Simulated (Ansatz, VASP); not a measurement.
# One calculation of Ge, two programs

File INCAR:

```
SYSTEM = Ge
  PREC = Accurate
  ENCUT = 520
  EDIFF = 1E-6
  ISMEAR = -1
  SIGMA = 0.1
  LREAL = .FALSE.
  LASPH = .TRUE.
  NELM = 80
  ALGO = Normal
  ISIF = 2
  LWAVE = .FALSE.
  LCHARG = .FALSE.
  GGA = B5
  ALDAX = 1.0
  AGGAX = 1.0
  AGGAC = 1.0
  ALDAC = 0.0
  NBANDS = 21
```

File KPOINTS:

```
Automatic mesh
0
G
  13 13 7
  0 0 0
```

File POSCAR:

```
Ge
1.0
    3.2232855177      0.0000000000      0.0000000000
   -1.6116427588      2.7914471420      0.0000000000
    0.0000000000      0.0000000000      4.9850535158
Ge
2
Direct
    0.3333333333      0.6666666667      0.2500000000
    0.6666666667      0.3333333333      0.7500000000
```

Input for Ansatz:

```yaml
crystal:
  lattice:
    - [3.2232855177, 0.0, 0.0]
    - [-1.6116427588, 2.791447142, 0.0]
    - [0.0, 0.0, 4.9850535158]
  atoms:
    - { symbol: Ge, position: [0.3333333333, 0.6666666667, 0.25] }
    - { symbol: Ge, position: [0.6666666667, 0.3333333333, 0.75] }
hamiltonian:
  xc: blyp
  pseudopotentials:
    kind: paw
    azcp:
      Ge: "pseudopotentials/Ge.paw.azcp"
basis:
  ecutwfc: 420
  fft_grid_basis: typed
kpoints:
  mp_grid: { grid: [13, 13, 7], shift: [0, 0, 0] }
magnetization:
  spin_polarized: false
scf:
  occupations: { method: fermi_dirac, width: 0.1 }
  lower_state_search: "off"
output:
  stress: true
```

Alike in both runs: task single point; functional BLYP; k mesh 13 × 13 × 7; occupations fermi-dirac, width 0.1 eV; no spin polarisation.

```csv
,VASP,Ansatz
version,VASP 6.6.1,Ansatz 0.2.0
potentials or method,"VASP PAW PBE potentials, release 64 (Ge_d), cutoff 520 eV","plane waves (420 eV) with PAW, scalar-relativistic"
valence electrons in the cell,28,28
```

```tsv
	VASP	Ansatz	Ansatz less VASP
pressure (GPa)	-1.7	-1.7	0.00
traceless stress, the component that is largest in VASP (GPa)	0.35	0.35	-0.008
```

VASP's potentials were made for PBE, not for BLYP.
